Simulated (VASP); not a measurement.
The system is Lu.

```
CELL_PARAMETERS angstrom
-1.49452 1.49452 1.49452
1.49452 -1.49452 1.49452
1.49452 1.49452 -1.49452
ATOMIC_POSITIONS crystal
Lu 0.00000 0.00000 0.00000
```

This isn't the form of Lu at room conditions, which is hcp.

Base run:

| Quantity | Value |
| --- | --- |
| Program | VASP 6.6.1 |
| Functional | PBE |
| Potentials or basis | VASP PAW PBE potentials, release 64 (Lu) |
| Cutoff | 520 eV |
| k mesh | 14 × 14 × 14 |
| Occupations | fermi-dirac, width 0.1 eV |
| Spin | no spin polarisation |

Its results: band gap on the k mesh zero (an odd number of electrons rules out a gap without spin polarisation); pressure 131.4 GPa.

The run is repeated on the same cell with these changes: further incar settings from ALGO = Normal; EDIFF = 1e-07; NBANDS = 18 to ALGO = Normal; EDIFF = 1e-06; NBANDS = 18. What comes out?

Band gap on the k mesh zero (an odd number of electrons rules out a gap without spin polarisation); pressure 130.6 GPa.

Caveats: the cell stands under pressure; spin-orbit coupling is left out, which moves the levels of the heavy elements.
